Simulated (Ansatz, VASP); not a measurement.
**Al2O3: VASP beside Ansatz**

POSCAR

```
Al2O3
1.0
    2.7689519504      0.0000000000      0.0000000000
   -1.3844759752      2.3979827309      0.0000000000
    0.0000000000      0.0000000000      8.5898141032
Al O
2 3
Direct
    0.0000000000      0.0000000000      0.1499923300
    0.0000000000      0.0000000000      0.8500076700
    0.3333333333      0.6666666667      0.2223169200
    0.6666666667      0.3333333333      0.0000000000
    0.3333333333      0.6666666667      0.7776830800
```

File INCAR.step1:

```
ALGO = Normal
EDIFF = 1E-4
ENCUT = 520
GGA = PE
ISMEAR = 0
LASPH = True
LCHARG = False
LREAL = False
LWAVE = True
NBANDS = 20
NELM = 60
PREC = Accurate
SIGMA = 0.05
```

Contents of INCAR.step2:

```
ALGO = Normal
EDIFF = 1E-6
ENCUT = 520
ISIF = 2
ISMEAR = 0
ISTART = 1
LASPH = True
LCHARG = False
LMIXTAU = True
LREAL = False
LWAVE = False
METAGGA = R2SCAN
NBANDS = 20
NELM = 60
PREC = Accurate
SIGMA = 0.05
```

KPOINTS

```
k-points
0
Gamma
  12 12 4
```

Input for Ansatz:

```yaml
crystal:
  lattice:
    - [2.7689519504, 0.0, 0.0]
    - [-1.3844759752, 2.3979827309, 0.0]
    - [0.0, 0.0, 8.5898141032]
  atoms:
    - { symbol: Al, position: [0.0, 0.0, 0.14999233] }
    - { symbol: Al, position: [0.0, 0.0, 0.85000767] }
    - { symbol: O, position: [0.3333333333, 0.6666666667, 0.22231692] }
    - { symbol: O, position: [0.6666666667, 0.3333333333, 0.0] }
    - { symbol: O, position: [0.3333333333, 0.6666666667, 0.77768308] }
basis:
  ecutwfc: 500
kpoints:
  mp_grid: { grid: [12, 12, 4] }
hamiltonian:
  xc: r2scan
scf:
  occupations: { method: gaussian, width: 0.05 }
output:
  forces: true
  stress: true
  eigenvalues: true
```

Change from the starting cell: strain -0.040 along x and y, -0.080 along z, atoms carried along.

Alike in both runs: task single point; functional r2SCAN; k mesh 12 × 12 × 4; occupations gaussian, width 0.05 eV; no spin polarisation.

|  | VASP | Ansatz |
| --- | --- | --- |
| version | VASP 6.6.1 | Ansatz 0.2.0 |
| potentials or method | VASP PAW PBE potentials, release 64 (Al, O), cutoff 520 eV | scalar-relativistic, plane waves, PAW |
| valence electrons in the cell | 24 | 24 |

|  | VASP | Ansatz | Ansatz less VASP |
| --- | --- | --- | --- |
| gap on the k mesh at the Fermi level (eV) | 6.61 | 6.64 | +0.031 |
| least direct gap on the mesh (eV) | 6.93 | 6.96 | +0.026 |
| pressure (GPa) | 24.4 | 24.3 | -0.17 |
| traceless stress, the component that is largest in VASP (GPa) | -0.63 | -0.06 | +0.566 |
| rms of the force components (eV/Å) | 0.755 | 0.760 | +0.0046 |

VASP's potentials were made for PBE, not for r2SCAN. Atom by atom the forces differ by 0.005 eV/Å (rms over components).
